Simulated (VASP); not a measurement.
Sc4Ta, 5 atoms in the cell. The structure is cubic, space group Im-3m (No. 229). The conventional cell has a = 5.698 Å, b = 5.698 Å, c = 5.698 Å, α = 90.00°, β = 90.00°, γ = 90.00°. Within 3.3 Å of Sc (site symmetry -3m) lie 2 Ta at 2.47 Å and 6 Sc at 2.85 Å. Within 3.3 Å of Ta (site symmetry m-3m) lie 8 Sc at 2.47 Å. 

| Quantity | Value |
| --- | --- |
| Program | VASP 6.6.1 |
| Task | relaxation of cell and atoms |
| Functional | PBE |
| Potentials or basis | VASP PAW PBE potentials, release 64 (Sc_sv, Ta_pv) |
| Cutoff | 600 eV |
| k mesh | 4 × 4 × 4 |
| Occupations | gaussian, width 0.1 eV |
| Spin | no spin polarisation |
| Dipole correction | no |
| Further INCAR settings | ALGO = Normal; EDIFF = 1e-06; IBRION = 2; EDIFFG = -0.04; NSW = 90; ISIF = 3 |

Potentials or basis: VASP PAW PBE potentials, release 64 (Sc_sv, Ta_pv).

Command:

```bash
$ cat potpaw_PBE.64/Sc_sv/POTCAR potpaw_PBE.64/Ta_pv/POTCAR > POTCAR
$ mpirun -np 1 vasp_std > vasp.out
```

Hardware: 1 thread of Intel(R) Xeon(R) Platinum 8375C CPU @ 2.90GHz (Ice Lake), with other jobs on the host.

Q: How long does it take, and how much memory?

A: Run time: 3.1 min on 1 thread of Intel(R) Xeon(R) Platinum 8375C CPU @ 2.90GHz (Ice Lake), on a shared host, peak memory 0.26 GiB. Counts: scf iterations 63, k points 8, ion steps 4.
